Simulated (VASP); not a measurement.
# CoSi2 (Fm-3m) in VASP: further runs

Runs on CoSi2. Level: PBEsol. Tasks: single point.

Everything below comes from runs of VASP 6.6.1. Logs are shortened: lines on timing, memory, paths and dates and some standing lists are left out, and cuts for length are marked.

### 1 The cell of the first run

The structure is cubic, space group Fm-3m (No. 225). Conventional cell: a = 5.383 Å, b = 5.383 Å, c = 5.383 Å, α = 90.00°, β = 90.00°, γ = 90.00°. Co (site symmetry m-3m) has 8 Si at 2.33 Å within 3.1 Å. Si (site symmetry -43m) has 4 Co at 2.33 Å and 6 Si at 2.69 Å within 3.1 Å.

### 2 Single point, PBEsol, collinear spin, ferromagnetic start

INCAR reads:

```
PREC = Accurate
ENCUT = 520
EDIFF = 1E-7
ISMEAR = 0
SIGMA = 0.15
LREAL = False
LASPH = True
NELM = 150
ALGO = Normal
ISIF = 2
LWAVE = False
LCHARG = True
ISPIN = 2
MAGMOM = 0.55 0 0
LORBIT = 11
NUPDOWN = 0.55
LMAXMIX = 4
GGA = PS
LELF = True
LVHAR = True
NBANDS = 20
```

KPOINTS reads:

```
Automatic mesh
0
Gamma
  14 14 14
```

POSCAR reads:

```
CoSi2
1.0
    0.0000000000      2.6913302155      2.6913302155
    2.6913302155      0.0000000000      2.6913302155
    2.6913302155      2.6913302155      0.0000000000
Co Si
1 2
Direct
    0.0000000000      0.0000000000      0.0000000000
    0.2500000000      0.2500000000      0.2500000000
    0.7500000000      0.7500000000      0.7500000000
```

Potentials or basis: VASP PAW PBE potentials, release 64 (Co, Si).

On the command line:

```sh
$ cat potpaw_PBE.64/Co/POTCAR potpaw_PBE.64/Si/POTCAR > POTCAR
$ mpirun -np 1 vasp_std > vasp.out
```

OUTCAR:

```text
PREC = Accurate
   ENCUT = 520
   EDIFF = 1E-7
   ISMEAR = 0
   LREAL = False
   LASPH = True
   NELM = 150
   ISIF = 2
   ISPIN = 2
   LORBIT = 11
   NUPDOWN = 0.55
   GGA = PS

 ion  position               nearest neighbor table
   1  0.000  0.000  0.000-   2 2.33   3 2.33   3 2.33   3 2.33   3 2.33   2 2.33   2 2.33   2 2.33

   2  0.250  0.250  0.250-   1 2.33   1 2.33   1 2.33   1 2.33   3 2.69   3 2.69   3 2.69   3 2.69
                             3 2.69   3 2.69
   3  0.750  0.750  0.750-   1 2.33   1 2.33   1 2.33   1 2.33   2 2.69   2 2.69   2 2.69   2 2.69
                             2 2.69   2 2.69

  LATTYP: Found a face centered cubic cell.
 ALAT       =     5.3826604310

  Lattice vectors:

 A1 = (   0.0000000000,   2.6913302155,   2.6913302155)
 A2 = (   2.6913302155,   0.0000000000,   2.6913302155)
 A3 = (   2.6913302155,   2.6913302155,   0.0000000000)

Analysis of symmetry for initial positions (statically):
=====================================================================
 Subroutine PRICEL returns:
 Original cell was already a primitive cell.

 Routine SETGRP: Setting up the symmetry group for a
 face centered cubic supercell.

 Subroutine GETGRP returns: Found 48 space group operations
 (whereof 48 operations were pure point group operations)
 out of a pool of 48 trial point group operations.

The static configuration has the point symmetry O_h .

Analysis of symmetry for dynamics (positions and initial velocities):
=====================================================================
 Subroutine PRICEL returns:
 Original cell was already a primitive cell.

 Routine SETGRP: Setting up the symmetry group for a
 face centered cubic supercell.

 Subroutine GETGRP returns: Found 48 space group operations
 (whereof 48 operations were pure point group operations)
 out of a pool of 48 trial point group operations.

The dynamic configuration has the point symmetry O_h .

Analysis of structural, dynamic, and magnetic symmetry:
=====================================================================
 Subroutine PRICEL returns:
 Original cell was already a primitive cell.

 Routine SETGRP: Setting up the symmetry group for a
 face centered cubic supercell.

 Subroutine GETGRP returns: Found 48 space group operations
 (whereof 48 operations were pure point group operations)
 out of a pool of 48 trial point group operations.

The overall configuration has the point symmetry O_h .

 Subroutine INISYM returns: Found 48 space group operations
 (whereof 48 operations are pure point group operations),
 and found     1 'primitive' translations

[... 124 lines left out ...]
   IVDW    =     0    specifies the selected vdW correction
   LEPSILON=     F    determine dielectric tensor
   LRPA    =     F    only Hartree local field effects (RPA)
 spin polarized calculation
 Gauss-broadening in eV      SIGMA  =   0.15
  energy-cutoff  :      520.00
  volume of cell :       38.99
 maximum number of plane-waves:      1067
   NGX = 15   NGY = 15   NGZ = 15

 number of electron      16.9999992 magnetization       0.5500000

 Free energy of the ion-electron system (eV)
  ---------------------------------------------------
  ext. energy  EPLUGINS =         0.00000000
  ---------------------------------------------------
  free energy    TOTEN  =       -20.83573587 eV

  energy without entropy =      -20.82215736  energy(sigma->0) =      -20.82894662

 E-fermi :   9.4949     XC(G=0): -11.7875

 val. band max:       10.4068140150   @ k =   0.1429   0.0714   0.0000
 cond. band min:       9.5035681984   @ k =  -0.2143   0.3571   0.1429
 fundamental gap:     -0.9032458166
 Fermi energy:        10.4148031027

 spin component 1

 k-point     1 :       0.0000    0.0000    0.0000
  band No.  band energies     occupation
      1      -3.2649      1.00000
      2       5.6694      1.00000
      3       5.6694      1.00000
      4       5.6694      1.00000
      5       7.7723      1.00000
      6       7.7723      1.00000
[... 541 lines left out ...]
     19      24.1816      0.00000
     20      26.2789      0.00000

 [... further k-points ...]

 spin component 2

 k-point     1 :       0.0000    0.0000    0.0000
  band No.  band energies     occupation
      1      -3.1432      1.00000
      2       5.8711      1.00000
      3       5.8711      1.00000
      4       5.8711      1.00000
      5       8.0569      1.00000
      6       8.0569      1.00000
[... 541 lines left out ...]
     19      24.2685      0.00000
     20      26.4125      0.00000

 [... further k-points ...]

------------------------ aborting loop because EDIFF is reached ----------------------------------------

  FORCE on cell =-STRESS in cart. coord.  units (eV):
  Direction    XX          YY          ZZ          XY          YZ          ZX
  --------------------------------------------------------------------------------------
  -------------------------------------------------------------------------------------
  Total       -1.4535633     -1.4535633     -1.4535633      0.0000000     -0.0000000      0.0000000
  in kB      -59.7328958    -59.7328958    -59.7328958      0.0000000     -0.0000000      0.0000000
  external PRESSURE =     -59.7328958 kB  Pullay stress =       0.0000000 kB

 VOLUME and BASIS-vectors are now :
 -----------------------------------------------------------------------------
  energy-cutoff  :      520.00
  volume of cell :       38.99
      direct lattice vectors                 reciprocal lattice vectors
     0.000000000  2.691330215  2.691330215    -0.185781736  0.185781736  0.185781736
     2.691330215  0.000000000  2.691330215     0.185781736 -0.185781736  0.185781736
     2.691330215  2.691330215  0.000000000     0.185781736  0.185781736 -0.185781736

 POSITION                                       TOTAL-FORCE (eV/Angst)
 -----------------------------------------------------------------------------------
      0.00000      0.00000      0.00000        -0.000000      0.000000     -0.000000
      1.34567      1.34567      1.34567         0.000000      0.000000      0.000000
      4.03700      4.03700      4.03700        -0.000000     -0.000000     -0.000000
 -----------------------------------------------------------------------------------
    total drift:                               -0.000000     -0.000000      0.000000

  FREE ENERGIE OF THE ION-ELECTRON SYSTEM (eV)
  ---------------------------------------------------
  free  energy   TOTEN  =       -20.8357358734 eV

  energy  without entropy=      -20.8221573626  energy(sigma->0) =      -20.82894662

 total charge

# of ion       s       p       d       tot
------------------------------------------
    1        0.536   0.709   7.576   8.821
    2        0.720   0.860   0.000   1.580
    3        0.720   0.860   0.000   1.580
--------------------------------------------------
tot          1.975   2.430   7.576  11.981

 magnetization (x)

# of ion       s       p       d       tot
------------------------------------------
    1        0.006   0.067   0.271   0.343
    2        0.005   0.033   0.000   0.039
    3        0.005   0.033   0.000   0.039
--------------------------------------------------
tot          0.017   0.134   0.271   0.421
```

It took 3 min on 1 thread of AMD EPYC 7R43 (Zen 3), shared host; peak memory 0.22 GiB.

What came out:

* Free energy: -20.8357 eV
* Pressure: -6.0 GPa
* Net moment: 0.55 μB per cell
* Site moments: Co +0.34; Si +0.04 μB
* Valence electrons inside the program's atomic spheres: Co 8.82; Si 1.58

Caveat: the PAW data sets were made with another functional, which shifts forces and pressure a little; the total moment is fixed, so each spin has its own Fermi level.

### 3 Single point, PBEsol, collinear spin, ferromagnetic start

INCAR reads:

```
PREC     = Accurate       # precision mode
ENCUT    = 520            # plane-wave cutoff, eV
EDIFF    = 1E-7           # SCF threshold, eV
ISMEAR   = 0              # smearing method
SIGMA    = 0.15           # smearing width, eV
LREAL    = False          # projectors in reciprocal space
LASPH    = True           # aspherical terms in the spheres
NELM     = 150            # most SCF steps
ALGO     = Normal         # electronic algorithm
ISIF     = 2              # what is computed and relaxed
LWAVE    = False          # write WAVECAR
LCHARG   = False          # write CHGCAR
ISPIN    = 2              # spin polarisation
MAGMOM   = 0.825 0 0      # initial moments
LORBIT   = 11             # projections on sites
NUPDOWN  = 0.825          # fixed moment
LMAXMIX  = 4              # l up to which the mixer works
GGA      = PS             # functional
NBANDS   = 20             # bands
```

KPOINTS is that of step 2.

POSCAR is that of step 2.

Potentials or basis: VASP PAW PBE potentials, release 64 (Co, Si).

On the command line:

```sh
$ cat potpaw_PBE.64/Co/POTCAR potpaw_PBE.64/Si/POTCAR > POTCAR
$ mpirun -np 1 vasp_std > vasp.out
```

OUTCAR:

```text
PREC = Accurate
   ENCUT = 520
   EDIFF = 1E-7
   ISMEAR = 0
   LREAL = False
   LASPH = True
   NELM = 150
   ISIF = 2
   ISPIN = 2
   LORBIT = 11
   NUPDOWN = 0.825
   GGA = PS

 ion  position               nearest neighbor table
   1  0.000  0.000  0.000-   2 2.33   3 2.33   3 2.33   3 2.33   3 2.33   2 2.33   2 2.33   2 2.33

   2  0.250  0.250  0.250-   1 2.33   1 2.33   1 2.33   1 2.33   3 2.69   3 2.69   3 2.69   3 2.69
                             3 2.69   3 2.69
   3  0.750  0.750  0.750-   1 2.33   1 2.33   1 2.33   1 2.33   2 2.69   2 2.69   2 2.69   2 2.69
                             2 2.69   2 2.69

  LATTYP: Found a face centered cubic cell.
 ALAT       =     5.3826604310

  Lattice vectors:

 A1 = (   0.0000000000,   2.6913302155,   2.6913302155)
 A2 = (   2.6913302155,   0.0000000000,   2.6913302155)
 A3 = (   2.6913302155,   2.6913302155,   0.0000000000)

Analysis of symmetry for initial positions (statically):
=====================================================================
 Subroutine PRICEL returns:
 Original cell was already a primitive cell.

 Routine SETGRP: Setting up the symmetry group for a
 face centered cubic supercell.

 Subroutine GETGRP returns: Found 48 space group operations
 (whereof 48 operations were pure point group operations)
 out of a pool of 48 trial point group operations.

The static configuration has the point symmetry O_h .

Analysis of symmetry for dynamics (positions and initial velocities):
=====================================================================
 Subroutine PRICEL returns:
 Original cell was already a primitive cell.

 Routine SETGRP: Setting up the symmetry group for a
 face centered cubic supercell.

 Subroutine GETGRP returns: Found 48 space group operations
 (whereof 48 operations were pure point group operations)
 out of a pool of 48 trial point group operations.

The dynamic configuration has the point symmetry O_h .

Analysis of structural, dynamic, and magnetic symmetry:
=====================================================================
 Subroutine PRICEL returns:
 Original cell was already a primitive cell.
[... 157 lines left out ...]

 E-fermi :   9.4077     XC(G=0): -11.7868

 val. band max:       11.0179106712   @ k =  -0.2143   0.1429   0.0000
 cond. band min:       9.4102997501   @ k =  -0.4286   0.1429   0.0714
 fundamental gap:     -1.6076109211
 Fermi energy:        11.0389179642

 spin component 1

 k-point     1 :       0.0000    0.0000    0.0000
  band No.  band energies     occupation
      1      -3.2929      1.00000
      2       5.6060      1.00000
      3       5.6060      1.00000
      4       5.6060      1.00000
      5       7.6706      1.00000
      6       7.6706      1.00000
[... 541 lines left out ...]
     19      24.1586      0.00000
     20      26.2515      0.00000

 [... further k-points ...]

 spin component 2

 k-point     1 :       0.0000    0.0000    0.0000
  band No.  band energies     occupation
      1      -3.1061      1.00000
      2       5.9062      1.00000
      3       5.9062      1.00000
      4       5.9062      1.00000
      5       8.0918      1.00000
      6       8.0918      1.00000
[... 541 lines left out ...]
     19      24.2896      0.00000
     20      26.4512      0.00000

 [... further k-points ...]

------------------------ aborting loop because EDIFF is reached ----------------------------------------

  FORCE on cell =-STRESS in cart. coord.  units (eV):
  Direction    XX          YY          ZZ          XY          YZ          ZX
  --------------------------------------------------------------------------------------
  -------------------------------------------------------------------------------------
  Total       -1.0674465     -1.0674465     -1.0674465      0.0000000     -0.0000000      0.0000000
  in kB      -43.8657698    -43.8657698    -43.8657698      0.0000000     -0.0000000      0.0000000
  external PRESSURE =     -43.8657698 kB  Pullay stress =       0.0000000 kB

 VOLUME and BASIS-vectors are now :
 -----------------------------------------------------------------------------
  energy-cutoff  :      520.00
  volume of cell :       38.99
      direct lattice vectors                 reciprocal lattice vectors
     0.000000000  2.691330215  2.691330215    -0.185781736  0.185781736  0.185781736
     2.691330215  0.000000000  2.691330215     0.185781736 -0.185781736  0.185781736
     2.691330215  2.691330215  0.000000000     0.185781736  0.185781736 -0.185781736

 POSITION                                       TOTAL-FORCE (eV/Angst)
 -----------------------------------------------------------------------------------
      0.00000      0.00000      0.00000        -0.000000     -0.000000     -0.000000
      1.34567      1.34567      1.34567         0.000000      0.000000      0.000000
      4.03700      4.03700      4.03700        -0.000000     -0.000000     -0.000000
 -----------------------------------------------------------------------------------
    total drift:                               -0.000000     -0.000000      0.000000

  FREE ENERGIE OF THE ION-ELECTRON SYSTEM (eV)
  ---------------------------------------------------
  free  energy   TOTEN  =       -20.6651111470 eV

  energy  without entropy=      -20.6475096669  energy(sigma->0) =      -20.65631041

 total charge

# of ion       s       p       d       tot
------------------------------------------
    1        0.536   0.713   7.565   8.814
    2        0.726   0.859   0.000   1.585
    3        0.726   0.859   0.000   1.585
--------------------------------------------------
tot          1.988   2.430   7.565  11.983

 magnetization (x)

# of ion       s       p       d       tot
------------------------------------------
    1        0.009   0.098   0.397   0.504
    2        0.013   0.050   0.000   0.064
    3        0.013   0.050   0.000   0.064
--------------------------------------------------
tot          0.036   0.199   0.397   0.631
```

OSZICAR:

```text
N       E                     dE             d eps       ncg     rms          rms(c)
DAV:   1     0.659249063908E+02    0.65925E+02   -0.64620E+03  8376   0.806E+02
DAV:   2    -0.178688820261E+02   -0.83794E+02   -0.73323E+02  8840   0.185E+02
DAV:   3    -0.223488003228E+02   -0.44799E+01   -0.43208E+01 10036   0.452E+01
DAV:   4    -0.224233762809E+02   -0.74576E-01   -0.74401E-01  9748   0.528E+00
DAV:   5    -0.224255016784E+02   -0.21254E-02   -0.21250E-02 10376   0.941E-01    0.155E+01
DAV:   6    -0.271937466818E+02   -0.47682E+01   -0.21070E+01  9372   0.919E+01    0.211E+01
DAV:   7    -0.207279448742E+02    0.64658E+01   -0.10855E+01 10296   0.698E+01    0.321E+00
DAV:   8    -0.207061036604E+02    0.21841E-01   -0.62502E-01 10576   0.526E+00    0.215E+00
DAV:   9    -0.206660960722E+02    0.40008E-01   -0.82037E-02  9808   0.443E+00    0.830E-01
DAV:  10    -0.206653188131E+02    0.77726E-03   -0.29300E-03 11412   0.435E-01    0.330E-01
DAV:  11    -0.206652615737E+02    0.57239E-04   -0.12994E-03 10580   0.619E-01    0.127E-01
DAV:  12    -0.206651084241E+02    0.15315E-03   -0.46702E-04 10220   0.385E-01    0.306E-02
DAV:  13    -0.206651137817E+02   -0.53576E-05   -0.22124E-05  9672   0.302E-02    0.159E-02
DAV:  14    -0.206651113821E+02    0.23997E-05   -0.35414E-06  9856   0.326E-02    0.537E-03
DAV:  15    -0.206651111663E+02    0.21572E-06   -0.83274E-07 12368   0.801E-03    0.315E-03
DAV:  16    -0.206651111470E+02    0.19326E-07   -0.35631E-08  5408   0.231E-03
   1 F= -.20665111E+02 E0= -.20656310E+02  d E =-.176015E-01  mag=     0.8250
```

stdout:

```text
POSCAR found type information on POSCAR CoSi
 POSCAR found :  2 types and       3 ions
 scaLAPACK will be used
 -----------------------------------------------------------------------------
|                                                                             |
|                                                                             |
|     You enforced a specific xc type in the INCAR file but a different       |
|     I HOPE YOU KNOW WHAT YOU ARE DOING!                                     |
|                                                                             |
 -----------------------------------------------------------------------------

 LDA part: xc-table for (Slater+PW92), standard interpolation
 POSCAR, INCAR and KPOINTS ok, starting setup
 FFT: planning ... GRIDC
 FFT: planning ... GRID_SOFT
 FFT: planning ... GRID
 WAVECAR not read
 entering main loop
```

Wall time 3 min (1 thread of AMD EPYC 7R43 (Zen 3), shared host); peak memory 0.22 GiB.

What came out:

| Item | Value |
| --- | --- |
| Free energy | -20.6651 eV |
| Pressure | -4.4 GPa |
| Net moment | 0.82 μB per cell |
| Site moments | Co +0.50; Si +0.06 μB |
| Valence electrons inside the program's atomic spheres | Co 8.81; Si 1.58 |

Caveat: the PAW data sets were made with another functional, which shifts forces and pressure a little; the total moment is fixed, so each spin has its own Fermi level.
